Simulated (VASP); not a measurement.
Crystal: SiC.

```
CELL_PARAMETERS angstrom
0.00000 2.18978 2.18978
2.18978 0.00000 2.18978
2.18978 2.18978 0.00000
ATOMIC_POSITIONS crystal
Si 0.00000 0.00000 0.00000
C 0.25000 0.25000 0.25000
```

```yaml
Program: VASP 6.6.1
Task: relaxation of cell and atoms
Functional: r2SCAN
Potentials_or_basis: VASP PAW PBE potentials, release 64 (Si, C)
Cutoff: 600 eV
k_mesh: 10 × 10 × 10
Occupations: fermi-dirac, width 0.02 eV
Spin: no spin polarisation
```

At the start: pressure -3.8 GPa; volume 10.50 Å³/atom.

Problem. Where does the relaxation end?

Solution. Over 3 steps the energy falls by 2.2 meV/atom and the volume is 10.32 Å³/atom (-1.7 %); space group F-43m (No. 216, to 0.1 Å) before and after.

The path:
| step | energy change (eV) | largest force (eV/Å) | pressure (GPa) | volume (Å³) |
| --- | --- | --- | --- | --- |
| 1 | 0.0000 | 0.0000 | -3.84 | 21.00 |
| 2 | 0.0009 | 0.0000 | 4.51 | 20.24 |
| 3 | -0.0045 | 0.0000 | -0.01 | 20.64 |

Final structure:
```yaml
crystal:
  lattice:
    - [0.00000, 2.17703, 2.17703]
    - [2.17703, 0.00000, 2.17703]
    - [2.17703, 2.17703, 0.00000]
  atoms:
    - { symbol: Si, position: [0.00000, 0.00000, 0.00000] }
    - { symbol: C, position: [0.25000, 0.25000, 0.25000] }
```

Caveat: the PAW data sets were made with another functional, which shifts forces and pressure a little.
